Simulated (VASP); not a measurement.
LaP (base), 2 atoms in the cell. Symmetry: Fm-3m, No. 225, cubic system. The conventional cell has a = 5.627 Å, b = 5.627 Å, c = 5.627 Å, α = 90.00°, β = 90.00°, γ = 90.00°. La (site symmetry m-3m) has 6 P at 2.81 Å within 3.7 Å. P (site symmetry m-3m) has 6 La at 2.81 Å within 3.7 Å. 

```yaml
Program: VASP 6.6.1
Task: single point
Functional: PBEsol
Potentials_or_basis: VASP PAW PBE potentials, release 64 (La, P)
Cutoff: 520 eV
k_mesh: 14 × 14 × 14
Occupations: gaussian, width 0.1 eV
Spin: no spin polarisation
Dipole_correction: no
Further_INCAR_settings: ALGO = Normal; EDIFF = 1e-06; NBANDS = 15
```

Potentials or basis: VASP PAW PBE potentials, release 64 (La, P).

Run with:

```bash
$ cat potpaw_PBE.64/La/POTCAR potpaw_PBE.64/P/POTCAR > POTCAR
$ mpirun -np 1 vasp_std > vasp.out
```

Hardware: 1 thread of Intel(R) Xeon(R) Platinum 8488C (Sapphire Rapids), on a shared host.

Problem. How long does it take, and how much memory?

Solution. It took 53 s on 1 thread of Intel(R) Xeon(R) Platinum 8488C (Sapphire Rapids) (shared host), peak memory 0.24 GiB. Counts: scf iterations 15, k points 104.
